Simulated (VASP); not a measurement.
# FeNi3 (Pm-3m) in VASP: notebook, part 2 of 2

VASP 6.6.1.

### Step 3. Electric field gradients, r2SCAN, collinear spin, ferromagnetic start

Contents of POSCAR:

```
FeNi3
1.0
    3.5450000000      0.0000000000      0.0000000000
    0.0000000000      3.5450000000      0.0000000000
    0.0000000000      0.0000000000      3.5450000000
Fe Ni
1 3
Direct
    0.0000000000      0.0000000000      0.0000000000
    0.0000000000      0.5000000000      0.5000000000
    0.5000000000      0.0000000000      0.5000000000
    0.5000000000      0.5000000000      0.0000000000
```

Contents of INCAR.step1:

```
ALGO = Normal
EDIFF = 1E-4
ENCUT = 520
GGA = PE
ISMEAR = -1
ISPIN = 2
LASPH = T
LCHARG = F
LMAXMIX = 4
LREAL = F
LWAVE = T
MAGMOM = 3 1.5 1.5 1.5
NBANDS = 31
NELM = 150
PREC = Accurate
SIGMA = 0.05
```

Contents of INCAR.step2:

```
ALGO = Normal
EDIFF = 1E-8
ENCUT = 520
ISIF = 2
ISMEAR = -1
ISPIN = 2
ISTART = 1
LASPH = T
LCHARG = F
LEFG = T
LMAXMIX = 4
LMIXTAU = T
LORBIT = 11
LREAL = F
LWAVE = F
MAGMOM = 3 1.5 1.5 1.5
METAGGA = R2SCAN
NBANDS = 31
NELM = 150
PREC = Accurate
SIGMA = 0.05
```

Contents of KPOINTS:

```
k-points
0
Gamma
  9 9 9
```

Potentials or basis: VASP PAW PBE potentials, release 64 (Fe, Ni).

Started as:

```console
$ cat potpaw_PBE.64/Fe/POTCAR potpaw_PBE.64/Ni/POTCAR > POTCAR
$ cp INCAR.step1 INCAR
$ mpirun -np 1 vasp_std > vasp.out
$ cp INCAR.step2 INCAR
$ mpirun -np 1 vasp_std > vasp.out
```

OUTCAR:

```text
EDIFF = 1E-8
   ENCUT = 520
   ISIF = 2
   ISMEAR = -1
   ISPIN = 2
   ISTART = 1
   LASPH = T
   LORBIT = 11
   LREAL = F
   METAGGA = R2SCAN
   NELM = 150
   PREC = Accurate

 ion  position               nearest neighbor table
   1  0.000  0.000  0.000-   2 2.51   3 2.51   4 2.51   2 2.51   3 2.51   2 2.51   4 2.51   2 2.51
                             3 2.51   4 2.51   3 2.51   4 2.51
   2  0.000  0.500  0.500-   1 2.51   3 2.51   4 2.51   1 2.51   4 2.51   1 2.51   3 2.51   1 2.51
                             3 2.51   4 2.51   4 2.51   3 2.51
   3  0.500  0.000  0.500-   1 2.51   2 2.51   4 2.51   1 2.51   4 2.51   2 2.51   4 2.51   4 2.51
                             1 2.51   2 2.51   1 2.51   2 2.51
   4  0.500  0.500  0.000-   1 2.51   2 2.51   3 2.51   2 2.51   3 2.51   1 2.51   3 2.51   3 2.51
                             1 2.51   2 2.51   2 2.51   1 2.51

  LATTYP: Found a simple cubic cell.
 ALAT       =     3.5450000000

  Lattice vectors:

 A1 = (   3.5450000000,   0.0000000000,   0.0000000000)
 A2 = (   0.0000000000,   3.5450000000,   0.0000000000)
 A3 = (   0.0000000000,   0.0000000000,   3.5450000000)

Analysis of symmetry for initial positions (statically):
=====================================================================
 Subroutine PRICEL returns:
 Original cell was already a primitive cell.

 Routine SETGRP: Setting up the symmetry group for a
 simple cubic supercell.

 Subroutine GETGRP returns: Found 48 space group operations
 (whereof 48 operations were pure point group operations)
 out of a pool of 48 trial point group operations.

The static configuration has the point symmetry O_h .

Analysis of symmetry for dynamics (positions and initial velocities):
=====================================================================
 Subroutine PRICEL returns:
 Original cell was already a primitive cell.

 Routine SETGRP: Setting up the symmetry group for a
 simple cubic supercell.

 Subroutine GETGRP returns: Found 48 space group operations
 (whereof 48 operations were pure point group operations)
 out of a pool of 48 trial point group operations.

The dynamic configuration has the point symmetry O_h .

Analysis of structural, dynamic, and magnetic symmetry:
=====================================================================
 Subroutine PRICEL returns:
 Original cell was already a primitive cell.

 Routine SETGRP: Setting up the symmetry group for a
 simple cubic supercell.

 Subroutine GETGRP returns: Found 48 space group operations
 (whereof 48 operations were pure point group operations)
 out of a pool of 48 trial point group operations.

The overall configuration has the point symmetry O_h .

 Subroutine INISYM returns: Found 48 space group operations
 (whereof 48 operations are pure point group operations),
 and found     1 'primitive' translations

----------------------------------------------------------------------------------------

                                     Primitive cell

  volume of cell :      44.5501

  direct lattice vectors                    reciprocal lattice vectors
[... 135 lines left out ...]
  free energy    TOTEN  =       -50.68277300 eV

  energy without entropy =      -50.66319990  energy(sigma->0) =      -50.67298645

 E-fermi :   8.6061     XC(G=0): -14.2873

 val. band max:        8.6045529336   @ k =   0.3333   0.2222   0.0000
 cond. band min:       8.6442080994   @ k =   0.1111   0.0000   0.0000
 fundamental gap:      0.0396551658
 Fermi energy:         8.6061050297

 spin component 1

 k-point     1 :       0.0000    0.0000    0.0000
  band No.  band energies     occupation
      1      -0.9242      1.00000
      2       2.5448      1.00000
      3       2.5448      1.00000
      4       3.3031      1.00000
      5       3.3031      1.00000
      6       3.3031      1.00000
[... 805 lines left out ...]
     30      22.4905      0.00000
     31      24.9148      0.00000

 [... further k-points ...]

 spin component 2

 k-point     1 :       0.0000    0.0000    0.0000
  band No.  band energies     occupation
      1      -1.2446      1.00000
      2       3.9728      1.00000
      3       4.0930      1.00000
      4       4.0930      1.00000
      5       4.8788      1.00000
      6       4.8788      1.00000
[... 805 lines left out ...]
     30      22.9635      0.00000
     31      25.3110      0.00000

 [... further k-points ...]

------------------------ aborting loop because EDIFF is reached ----------------------------------------

  FORCE on cell =-STRESS in cart. coord.  units (eV):
  Direction    XX          YY          ZZ          XY          YZ          ZX
  --------------------------------------------------------------------------------------
  -------------------------------------------------------------------------------------
  Total       -1.4559484     -1.4559484     -1.4559484     -0.0000000      0.0000000     -0.0000000
  in kB      -52.3609880    -52.3609880    -52.3609880     -0.0000000      0.0000000     -0.0000000
  external PRESSURE =     -52.3609880 kB  Pullay stress =       0.0000000 kB

 VOLUME and BASIS-vectors are now :
 -----------------------------------------------------------------------------
  energy-cutoff  :      520.00
  volume of cell :       44.55
      direct lattice vectors                 reciprocal lattice vectors
     3.545000000  0.000000000  0.000000000     0.282087447  0.000000000  0.000000000
     0.000000000  3.545000000  0.000000000     0.000000000  0.282087447  0.000000000
     0.000000000  0.000000000  3.545000000     0.000000000  0.000000000  0.282087447

 POSITION                                       TOTAL-FORCE (eV/Angst)
 -----------------------------------------------------------------------------------
      0.00000      0.00000      0.00000         0.000000      0.000000      0.000000
      0.00000      1.77250      1.77250         0.000000      0.000000      0.000000
      1.77250      0.00000      1.77250         0.000000      0.000000      0.000000
      1.77250      1.77250      0.00000         0.000000      0.000000      0.000000
 -----------------------------------------------------------------------------------
    total drift:                                0.000000      0.000000      0.000000

  FREE ENERGIE OF THE ION-ELECTRON SYSTEM (eV)
  ---------------------------------------------------
  free  energy   TOTEN  =       -50.6827730011 eV

  energy  without entropy=      -50.6631998969  energy(sigma->0) =      -50.67298645

 Electric field gradients (V/A^2)
---------------------------------------------------------------------
 ion       V_xx      V_yy      V_zz      V_xy      V_xz      V_yz
---------------------------------------------------------------------
   1       0.000    -0.000    -0.000     0.000    -0.000     0.000
   2      13.633    -6.816    -6.816    -0.000    -0.000     0.000
   3      -6.816    13.633    -6.816    -0.000    -0.000    -0.000
   4      -6.816    -6.816    13.633    -0.000    -0.000     0.000
---------------------------------------------------------------------

 Electric field gradients after diagonalization (V/A^2)
 (convention: |V_zz| > |V_xx| > |V_yy|)
----------------------------------------------------------------------
 ion       V_xx      V_yy      V_zz     asymmetry (V_yy - V_xx)/ V_zz
----------------------------------------------------------------------
   1       0.000    -0.000    -0.000       0.495
   2      -6.816    -6.816    13.633       0.000
   3      -6.816    -6.816    13.633       0.000
   4      -6.816    -6.816    13.633       0.000
----------------------------------------------------------------------

           NMR quadrupolar parameters

 Cq : quadrupolar parameter    Cq=e*Q*V_zz/h
 eta: asymmetry parameters     (V_yy - V_xx)/ V_zz
 Q  : nuclear electric quadrupole moment in mb (millibarn)
----------------------------------------------------------------------
 ion       Cq(MHz)       eta       Q (mb)
----------------------------------------------------------------------
   1      -0.000       0.495       1.000
   2       0.033       0.000       1.000
   3       0.033       0.000       1.000
   4       0.033       0.000       1.000
----------------------------------------------------------------------

 total charge

# of ion       s       p       d       tot
------------------------------------------
    1        0.483   0.536   6.030   7.049
    2        0.521   0.540   8.320   9.381
    3        0.521   0.540   8.320   9.381
    4        0.521   0.540   8.320   9.381
--------------------------------------------------
tot          2.046   2.156  30.992  35.194

 magnetization (x)

# of ion       s       p       d       tot
------------------------------------------
    1        0.024  -0.011   3.179   3.191
    2       -0.021  -0.070   0.816   0.725
    3       -0.021  -0.070   0.816   0.725
    4       -0.021  -0.070   0.816   0.725
--------------------------------------------------
tot         -0.038  -0.221   5.627   5.367
```

Run time: 4 min. Hardware: 1 thread of Intel Xeon Platinum 8488C (Sapphire Rapids), shared host; peak memory 0.23 GiB.

What came out:

```
Free energy                                           : -50.6828 eV
Pressure                                              : -5.2 GPa
Net moment                                            : 5.25 μB per cell
Site moments                                          : Fe +3.19; Ni +0.72 μB
Largest electric field gradient by atom               : Fe +0.0; Ni +13.6 V/Å²
Valence electrons inside the program's atomic spheres : Fe 7.05; Ni 9.38
```

Levels at points of the mesh, in eV from the Fermi level:
Spin up:
```csv
k point,band 17,band 18,band 19,band 20,band 21,band 22,band 23,band 24,band 25,band 26
"(0.00, 0.00, 0.00)",-1.37,-1.28,-1.20,-1.20,-1.20,2.21,2.21,2.21,8.81,8.81
```
Spin down:
```csv
k point,band 13,band 14,band 15,band 16,band 17,band 18,band 19,band 20
"(0.00, 0.00, 0.00)",-0.02,0.45,0.45,0.45,1.25,1.25,1.38,1.38
```

Electric field gradients, principal values (V/Å²):
| atom | least | middle | greatest (by size) |
| --- | --- | --- | --- |
| 1 Fe | 0.000 | 0.000 | 0.000 |
| 2 Ni | -6.816 | -6.816 | 13.633 |
| 3 Ni | -6.816 | -6.816 | 13.633 |
| 4 Ni | -6.816 | -6.816 | 13.633 |

Caveat: the cell stands under tension; without QUAD_EFG the Cq values of the log hold for a quadrupole moment of 1 mb, not for the nuclei; the PAW data sets were made with another functional, which shifts forces and pressure a little.
